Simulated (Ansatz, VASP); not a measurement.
# Mg3ZnTe4: VASP beside Ansatz

Contents of INCAR:

```
SYSTEM = Mg3ZnTe4
PREC     = Accurate       ! precision mode
ENCUT    = 600            ! plane-wave cutoff, eV
EDIFF    = 1E-7           ! SCF threshold, eV
ISMEAR   = 0              ! smearing method
SIGMA    = 0.02           ! smearing width, eV
LREAL    = .FALSE.        ! projectors in reciprocal space
LASPH    = .TRUE.         ! aspherical terms in the spheres
NELM     = 60             ! most SCF steps
ALGO     = Normal         ! electronic algorithm
ISIF     = 3              ! what is computed and relaxed
LWAVE    = .FALSE.        ! write WAVECAR
LCHARG   = .FALSE.        ! write CHGCAR
GGA      = PE             ! functional
IBRION   = 2              ! ionic algorithm
NSW      = 100            ! ionic steps
EDIFFG   = -0.01          ! ionic threshold
```

The input KPOINTS:

```
Automatic mesh
0
G
  6 6 2
  0 0 0
```

Contents of POSCAR:

```
Mg3ZnTe4
1.0
    4.5375218000      0.0000000000      0.0000000000
   -2.2687609000      3.9296091000      0.0000000000
    0.0000000000      0.0000000000     14.9108318000
Mg Zn Te
3 1 4
Direct
    0.6666667000      0.3333333000      0.0049170000
    0.6666667000      0.3333333000      0.4954430000
    0.0000000000      0.0000000000      0.7502890000
    0.0000000000      0.0000000000      0.2503810000
    0.6666667000      0.3333333000      0.1947550000
    0.6666667000      0.3333333000      0.6844970000
    0.0000000000      0.0000000000      0.4304960000
    0.0000000000      0.0000000000      0.9392220000
```

Input for Ansatz:

```yaml
crystal:
  lattice:
    - [4.5375218, 0.0, 0.0]
    - [-2.2687609, 3.9296091, 0.0]
    - [0.0, 0.0, 14.9108318]
  atoms:
    - { symbol: Mg, position: [0.6666667, 0.3333333, 0.004917] }
    - { symbol: Mg, position: [0.6666667, 0.3333333, 0.495443] }
    - { symbol: Mg, position: [0.0, 0.0, 0.750289] }
    - { symbol: Zn, position: [0.0, 0.0, 0.250381] }
    - { symbol: Te, position: [0.6666667, 0.3333333, 0.194755] }
    - { symbol: Te, position: [0.6666667, 0.3333333, 0.684497] }
    - { symbol: Te, position: [0.0, 0.0, 0.430496] }
    - { symbol: Te, position: [0.0, 0.0, 0.939222] }
basis:
  ecutwfc: 420
kpoints:
  mp_grid: { grid: [6, 6, 2] }
hamiltonian:
  xc: pbe
scf:
  occupations: { method: gaussian, width: 0.02 }
output:
  forces: true
  stress: true
  eigenvalues: true
  write_density: true
  write_potential: true
  elf: true
  volumetric_format: npy
relax:
  adjacent_minimum: "off"
  f_tol: 0.01
  max_steps: 80
  cell: { stress_tol: 0.05 }
```

Alike in both runs: task relaxation of cell and atoms; functional PBE; k mesh 6 × 6 × 2; occupations gaussian, width 0.02 eV; no spin polarisation.

|  | VASP | Ansatz |
| --- | --- | --- |
| version | VASP 6.6.1 | Ansatz 0.2.0 |
| potentials or method | VASP PAW PBE potentials, release 64 (Mg, Zn, Te), cutoff 600 eV | scalar-relativistic, plane waves, PAW |
| valence electrons in the cell | 42 | 106 |

Ansatz gave:

```
gap on the k mesh at the Fermi level, each at its own relaxed structure (eV) : 1.48
relaxed volume (Å³/atom)                                                     : 33.23
relaxed cell length with the largest relative difference (Å)                 : 4.538
```

Problem. Which values does VASP return?

Solution. gap on the k mesh at the Fermi level, each at its own relaxed structure (eV): 1.47; relaxed volume (Å³/atom): 33.24; relaxed cell length with the largest relative difference (Å): 4.538.

VASP's potentials hold 42 valence electrons a cell and Ansatz's 106, so a difference there can come from the potentials and not from the codes.

Spin-orbit coupling is off throughout.
